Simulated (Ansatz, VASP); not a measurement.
## One calculation of InSb3, two programs

The input INCAR:

```
PREC = Accurate ; ENCUT = 520
EDIFF = 1E-6 ; ISMEAR = 0
SIGMA = 0.15 ; LREAL = False
LASPH = True ; NELM = 100
ALGO = Normal ; ISIF = 2
LWAVE = False ; LCHARG = False
GGA = PE ; NBANDS = 22
```

The input KPOINTS:

```
regular mesh
0
Gamma
  10 10 10
```

POSCAR

```
InSb3
1.0
    4.5816154202      0.0000000000      0.0000000000
    0.0000000000      4.5816154202      0.0000000000
    0.0000000000      0.0000000000      5.1726438094
In Sb
1 3
Direct
    0.0000000000      0.0000000000      0.0000000000
    0.5000000000      0.0000000000      0.5000000000
    0.0000000000      0.5000000000      0.5000000000
    0.5000000000      0.5000000000      0.0000000000
```

Input for Ansatz:

```yaml
crystal:
  lattice:
    - [4.5816154202, 0.0, 0.0]
    - [0.0, 4.5816154202, 0.0]
    - [0.0, 0.0, 5.1726438094]
  atoms:
    - { symbol: In, position: [0.0, 0.0, 0.0] }
    - { symbol: Sb, position: [0.5, 0.0, 0.5] }
    - { symbol: Sb, position: [0.0, 0.5, 0.5] }
    - { symbol: Sb, position: [0.5, 0.5, 0.0] }
basis:
  ecutwfc: 420
kpoints:
  mp_grid: { grid: [10, 10, 10] }
hamiltonian:
  xc: pbe
  pseudopotentials: { kind: paw, azcp: { folder: soft_1 } }
scf:
  occupations: { method: gaussian, width: 0.15 }
output:
  forces: true
  stress: true
  eigenvalues: true
```

Alike in both runs: task single point; functional PBE; k mesh 10 × 10 × 10; occupations gaussian, width 0.15 eV; no spin polarisation.

```csv
,VASP,Ansatz
version,VASP 6.6.1,Ansatz 0.2.0
potentials or method,"VASP PAW PBE potentials, release 64 (In_d, Sb), cutoff 520 eV","scalar-relativistic, plane waves, PAW"
valence electrons in the cell,28,58
```

```tsv
	VASP	Ansatz	Ansatz less VASP
gap on the k mesh at the Fermi level (eV)	none	none	-
pressure (GPa)	1.4	1.5	+0.09
traceless stress, the component that is largest in VASP (GPa)	-0.06	-0.06	+0.008
```

A gap of «none» marks a metal or a gap that the smearing closes. VASP's potentials hold 28 valence electrons a cell and Ansatz's 58, so a difference there can come from the potentials and not from the codes.

Spin-orbit coupling is off throughout.
